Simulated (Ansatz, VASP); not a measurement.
**BN: VASP beside Ansatz**

Contents of INCAR:

```
SYSTEM = BN
PREC = Accurate
ENCUT = 520
EDIFF = 1E-7
ISMEAR = -1
SIGMA = 0.05
LREAL = .False.
LASPH = .True.
NELM = 100
ALGO = Normal
ISIF = 2
LWAVE = .False.
LCHARG = .False.
GGA = PE
NBANDS = 11
```

File KPOINTS:

```
regular mesh
0
Gamma
  15 15 15
  0 0 0
```

File POSCAR:

```
BN
1.0
    0.0000000000      1.7367477944      1.7367477944
    1.7367477944      0.0000000000      1.7367477944
    1.7367477944      1.7367477944      0.0000000000
B N
1 1
Direct
    0.0000000000      0.0000000000      0.0000000000
    0.2500000000      0.2500000000      0.2500000000
```

Input for Ansatz:

```yaml
crystal:
  lattice:
    - [0.0, 1.7367477944, 1.7367477944]
    - [1.7367477944, 0.0, 1.7367477944]
    - [1.7367477944, 1.7367477944, 0.0]
  atoms:
    - { symbol: B, position: [0.0, 0.0, 0.0] }
    - { symbol: "N", position: [0.25, 0.25, 0.25] }
kpoints:
  mp_grid: { grid: [15, 15, 15] }
scf:
  occupations: { method: fermi_dirac, width: 0.05 }
hamiltonian:
  xc: pbe
  pseudopotentials: { kind: all_electron, lapw: { basis_error: 0.001 } }
output:
  forces: true
  stress: true
  eigenvalues: true
  populations: true
```

Change from the starting cell: volume scaled by 0.88, LAPW.

Alike in both runs: task single point; functional PBE; k mesh 15 × 15 × 15; occupations fermi-dirac, width 0.05 eV; no spin polarisation.

|  | VASP | Ansatz |
| --- | --- | --- |
| version | VASP 6.6.1 | Ansatz 0.2.0 |
| potentials or method | VASP PAW PBE potentials, release 64 (B, N), cutoff 520 eV | all-electron LAPW, scalar-relativistic |

```tsv
	VASP	Ansatz	Ansatz less VASP
gap on the k mesh at the Fermi level (eV)	4.64	4.65	+0.013
pressure (GPa)	60.6	60.0	-0.60
```

Both programs put the cell under a high pressure, so it lies far from rest at this level. Ansatz ran all-electron here, and VASP with PAW potentials.

Noted on VASP's run: the cell as given lies far from equilibrium.
